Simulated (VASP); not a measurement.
Here is a VASP 6.6.1 calculation.

Contents of INCAR:

```
SYSTEM = Au
PREC = Accurate
ENCUT = 520
EDIFF = 1E-6
ISMEAR = -1
SIGMA = 0.05
LREAL = .FALSE.
LASPH = .TRUE.
NELM = 100
ALGO = Normal
ISIF = 2
LWAVE = .FALSE.
LCHARG = .TRUE.
GGA = PS
LELF = .TRUE.
LVHAR = .TRUE.
NBANDS = 18
```

The input KPOINTS:

```
Automatic mesh
0
G
  15 15 8
  0 0 0
```

The input POSCAR:

```
Au
1.0
    2.8611196539      0.0000000000      0.0000000000
   -1.4305598270      2.4778023036      0.0000000000
    0.0000000000      0.0000000000      4.8061745211
Au
2
Direct
    0.3333333333      0.6666666667      0.2500000000
    0.6666666667      0.3333333333      0.7500000000
```

Potentials or basis: VASP PAW PBE potentials, release 64 (Au).

Command:

```sh
$ cat potpaw_PBE.64/Au/POTCAR > POTCAR
$ mpirun -np 1 vasp_std > vasp.out
```

Predict the pressure.

-0.3 GPa.

Estimate the band gap on the k mesh.

zero (band 11 reaches 13.56 eV, above the bottom of band 12 at 6.64 eV).

Caveat: the PAW data sets were made with another functional, which shifts forces and pressure a little; spin-orbit coupling is left out, which moves the levels of the heavy elements.
